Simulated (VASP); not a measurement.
Runs of VASP 6.6.1 on Bi2TeSe2. The structure is that of space group R-3m (No. 166), or close to it. The cells are those of the table. 

| cell | gap on the mesh (eV) | pressure (GPa) | largest force (eV/Å) |
| --- | --- | --- | --- |
| a = 9.849 Å, angles 23.8°, 5 atoms | 0.76 | (b) | 2.21 |
| a = 9.991 Å, angles 23.4°, 5 atoms | 0.82 | (a) | 2.18 |
| a = 9.708 Å, angles 24.1°, 5 atoms | 0.69 | 12.0 | 2.23 |
| a = 9.717 Å, angles 24.5°, 5 atoms | 0.67 | 8.9 | 2.15 |

Alike in all rows: task single point; level r2SCAN; potentials or basis VASP PAW PBE potentials, release 64 (Bi_d, Te, Se); no spin polarisation; k mesh 6 × 6 × 6; cutoff (eV) 520; smearing gaussian 0.05 eV.

Fill in the values left out.

(a) 8.8; (b) 10.4.

Caveats: the cell stands under pressure; the PAW data sets were made with another functional, which shifts forces and pressure a little; spin-orbit coupling is left out, which moves the levels of the heavy elements.

A k mesh can miss the band edges, and the runs leave out spin-orbit coupling on Bi, Se, Te.
